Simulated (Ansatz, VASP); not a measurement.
## NaH: VASP beside Ansatz

File POSCAR:

```
NaH
1.0
    4.0956263458      0.0000000000      0.0000000000
   -2.0478131729      3.5469164598      0.0000000000
    0.0000000000      0.0000000000      4.8283237695
Na H
2 2
Direct
    0.3333333333      0.6666666667      0.2500000000
    0.6666666667      0.3333333333      0.7500000000
    0.6666666667      0.3333333333      0.2500000000
    0.3333333333      0.6666666667      0.7500000000
```

Contents of INCAR.step1:

```
SYSTEM = NaH
PREC = Accurate
ENCUT = 520
ISMEAR = 0
SIGMA = 0.01
LREAL = .False.
LASPH = .True.
NELM = 100
NBANDS = 16
GGA = PE
ALGO = Normal
EDIFF = 1E-4
LWAVE = .True.
LCHARG = .False.
```

File INCAR.step2:

```
SYSTEM = NaH
PREC = Accurate
ENCUT = 520
EDIFF = 1E-6
ISMEAR = 0
SIGMA = 0.01
LREAL = .False.
LASPH = .True.
NELM = 100
ALGO = Normal
ISIF = 2
LWAVE = .False.
LCHARG = .True.
METAGGA = R2SCAN
LMIXTAU = .True.
LELF = .True.
LVHAR = .True.
NBANDS = 16
ISTART = 1
```

The input KPOINTS:

```
regular mesh
0
Gamma
  12 12 6
  0 0 0
```

Input for Ansatz:

```yaml
crystal:
  lattice:
    - [4.0956263458, 0.0, 0.0]
    - [-2.0478131729, 3.5469164598, 0.0]
    - [0.0, 0.0, 4.8283237695]
  atoms:
    - { symbol: Na, position: [0.3333333333, 0.6666666667, 0.25] }
    - { symbol: Na, position: [0.6666666667, 0.3333333333, 0.75] }
    - { symbol: H, position: [0.6666666667, 0.3333333333, 0.25] }
    - { symbol: H, position: [0.3333333333, 0.6666666667, 0.75] }
kpoints:
  mp_grid: { grid: [12, 12, 6] }
  band_path:
    path:
      - [0.0, 0.0, 0.0]
      - [0.5, 0.0, 0.0]
      - [0.3333333333, 0.3333333333, 0.0]
      - [0.0, 0.0, 0.5]
      - [0.5, 0.0, 0.5]
      - [0.3333333333, 0.3333333333, 0.5]
      - [0.3, 0.3, 0.0]
      - [-0.052083, 0.010417, 0.0]
    npoints: 1
hamiltonian:
  xc: r2scan
scf:
  occupations: { method: fixed }
  n_extra_bands: 5
output:
  forces: true
  stress: true
  eigenvalues: true
```

Change from the starting cell: biaxial_xy strain +3.6%.

Alike in both runs: task single point; functional r2SCAN; k mesh 12 × 12 × 6; no spin polarisation.

|  | VASP | Ansatz |
| --- | --- | --- |
| version | VASP 6.6.1 | Ansatz 0.2.0 |
| potentials or method | VASP PAW PBE potentials, release 64 (Na_pv, H) | plane waves, PAW |
| plane-wave cutoff (eV) | 520 | 500 |
| occupations | gaussian, width 0.01 eV | fixed |
| valence electrons in the cell | 16 | 20 |

```csv
,VASP,Ansatz,Ansatz less VASP
gap on the k mesh at the Fermi level (eV),3.51,3.49,-0.013
pressure (GPa),-1.4,-1.2,+0.20
"traceless stress, the component that is largest in VASP (GPa)",0.27,0.42,+0.145
```

VASP's potentials were made for PBE, not for r2SCAN. VASP's potentials hold 16 valence electrons a cell and Ansatz's 20, so a difference there can come from the potentials and not from the codes.
